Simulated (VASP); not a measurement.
Write the native input for VASP 6.6.1 that does the following.

```
Task                   : single point
Functional             : LDA
Potentials or basis    : VASP PAW LDA potentials, release 64 (Ti_sv)
Cutoff                 : 400 eV
k mesh                 : 7 × 7 × 1
Occupations            : fermi-dirac, width 0.1 eV
Spin                   : no spin polarisation
Dipole correction      : yes
Further INCAR settings : ALGO = Normal; EDIFF = 1e-06; NBANDS = 25; NELMDL = -8
```

The structure of Ti lies in POSCAR:

```
Ti
1.0
    2.8708535316      0.0000000000      0.0000000000
    1.4354267658      2.4862320889      0.0000000000
    0.0000000000      0.0000000000     16.6880841858
Ti
3
Direct
    0.0000000000      0.0000000000      0.3703979258
    0.6666666667      0.6666666667      0.5000068026
    0.3333333333      0.3333333333      0.6295952716
```

The input as run:

INCAR

```
PREC = Accurate ; ENCUT = 400
EDIFF = 1E-6 ; ISMEAR = -1
SIGMA = 0.1 ; LREAL = False
LASPH = True ; NELM = 120
ALGO = Normal ; ISIF = 2
LWAVE = False ; LCHARG = False
LDIPOL = True ; IDIPOL = 3
DIPOL = 0.5 0.5 0.500 ; NBANDS = 25
GGA_COMPAT = False ; NELMDL = -8
```

KPOINTS

```
regular mesh
0
Gamma
  7 7 1
```

Potentials or basis: VASP PAW LDA potentials, release 64 (Ti_sv).

Launch:

```bash
$ cat potpaw_LDA.64/Ti_sv/POTCAR > POTCAR
$ mpirun -np 1 vasp_std > vasp.out
```

It gave:

```json
{"Largest force": "0.012 eV/Å", "Band gap on the k mesh": "zero (band 18 reaches 1.61 eV, above the bottom of band 19 at 0.91 eV)"}
```

Caveat: the k points lie up to 0.36 Å⁻¹ apart.

Wall time 56 s on 1 thread of Intel Xeon 8259CL (shared host), peak memory 0.16 GiB.
